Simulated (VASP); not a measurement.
Input of a VASP 6.6.1 run:

The input INCAR:

```
SYSTEM = Pb
PREC     = Accurate       ! precision mode
ENCUT    = 600            ! plane-wave cutoff, eV
EDIFF    = 1E-7           ! SCF threshold, eV
ISMEAR   = 0              ! smearing method
SIGMA    = 0.1            ! smearing width, eV
LREAL    = .FALSE.        ! projectors in reciprocal space
LASPH    = .TRUE.         ! aspherical terms in the spheres
NELM     = 60             ! most SCF steps
ALGO     = Fast           ! electronic algorithm
ISIF     = 3              ! what is computed and relaxed
LWAVE    = .FALSE.        ! write WAVECAR
LCHARG   = .FALSE.        ! write CHGCAR
GGA      = CA             ! functional
IBRION   = 2              ! ionic algorithm
NSW      = 100            ! ionic steps
EDIFFG   = -0.005         ! ionic threshold
```

KPOINTS

```
regular mesh
0
G
  14 14 14
  0 0 0
```

File POSCAR:

```
Pb
1.0
    0.0000000000      2.4947547400      2.4947547400
    2.4947547400      0.0000000000      2.4947547400
    2.4947547400      2.4947547400      0.0000000000
Pb
1
Direct
    0.0000000000      0.0000000000      0.0000000000
```

Potentials or basis: VASP PAW LDA potentials, release 64 (Pb_d).

Launch:

```sh
$ cat potpaw_LDA.64/Pb_d/POTCAR > POTCAR
$ mpirun -np 1 vasp_std > vasp.out
```

Q: Predict the band gap on the k mesh.

A: Zero (band 7 reaches 15.12 eV, above the bottom of band 8 at 5.83 eV).

Q: Predict the space group after relaxing (to 0.05 Å).

A: Fm-3m (No. 225).

Step by step:
| step | energy change (eV) | largest force (eV/Å) | pressure (GPa) | volume (Å³) |
| --- | --- | --- | --- | --- |
| 1 | 0.0000 | 0.0000 | -2.80 | 31.05 |
| 2 | -0.0163 | 0.0000 | 0.94 | 28.67 |
| 3 | -0.0177 | 0.0000 | 0.01 | 29.16 |

Caveat: spin-orbit coupling is left out, which moves the levels of the heavy elements.
